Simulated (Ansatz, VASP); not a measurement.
**Two plane-wave programs on Nb2Si2O**

File INCAR:

```
SYSTEM = Nb2Si2O
PREC     = Accurate       ! precision mode
ENCUT    = 520            ! plane-wave cutoff, eV
EDIFF    = 1E-7           ! SCF threshold, eV
ISMEAR   = 0              ! smearing method
SIGMA    = 0.1            ! smearing width, eV
LREAL    = .FALSE.        ! projectors in reciprocal space
LASPH    = .TRUE.         ! aspherical terms in the spheres
NELM     = 60             ! most SCF steps
ALGO     = Normal         ! electronic algorithm
ISIF     = 2              ! what is computed and relaxed
LWAVE    = .FALSE.        ! write WAVECAR
LCHARG   = .TRUE.         ! write CHGCAR
GGA      = PE             ! functional
LELF     = .TRUE.         ! ELF
LVHAR    = .TRUE.       
NBANDS   = 28             ! bands
```

Contents of KPOINTS:

```
Automatic mesh
0
G
  6 6 6
  0 0 0
```

The input POSCAR:

```
Nb2Si2O
1.0
   -1.8585939100      1.8585939100      5.0904363500
    1.8585939100     -1.8585939100      5.0904363500
    1.8585939100      1.8585939100     -5.0904363500
Nb Si O
2 2 1
Direct
    0.7500000000      0.2500000000      0.5000000000
    0.2500000000      0.7500000000      0.5000000000
    0.3750000000      0.3750000000      0.0000000000
    0.6250000000      0.6250000000      0.0000000000
    0.0000000000      0.0000000000      0.0000000000
```

Input for Ansatz:

```yaml
crystal:
  lattice:
    - [-1.85859391, 1.85859391, 5.09043635]
    - [1.85859391, -1.85859391, 5.09043635]
    - [1.85859391, 1.85859391, -5.09043635]
  atoms:
    - { symbol: Nb, position: [0.75, 0.25, 0.5] }
    - { symbol: Nb, position: [0.25, 0.75, 0.5] }
    - { symbol: Si, position: [0.375, 0.375, 0.0] }
    - { symbol: Si, position: [0.625, 0.625, 0.0] }
    - { symbol: O, position: [0.0, 0.0, 0.0] }
basis:
  ecutwfc: 420
kpoints:
  mp_grid: { grid: [6, 6, 6] }
hamiltonian:
  xc: pbe
scf:
  occupations: { method: gaussian, width: 0.1 }
  lower_state_search: "off"
output:
  forces: true
  stress: true
  eigenvalues: true
```

Change from the starting cell: species swapped into the NdCo2B2 type (I4/mmm, No. 139).

Alike in both runs: task single point; functional PBE; k mesh 6 × 6 × 6; occupations gaussian, width 0.1 eV; no spin polarisation.

```csv
,VASP,Ansatz
version,VASP 6.6.1,Ansatz 0.2.0
potentials or method,"VASP PAW PBE potentials, release 64 (Nb_sv, Si, O), cutoff 520 eV","scalar-relativistic, plane waves, PAW"
valence electrons in the cell,40,40
```

```csv
,VASP,Ansatz,Ansatz less VASP
gap on the k mesh at the Fermi level (eV),none,none,-
rms of the force components (eV/Å),3.484,3.479,-0.0054
```

Atom by atom the forces differ by 0.005 eV/Å (rms over components). A gap of «none» marks a metal or a gap that the smearing closes. The functional is the same, so the differences come from potentials, cutoffs and numerics.

The k mesh is coarse, so the values compare programs but aren't converged.
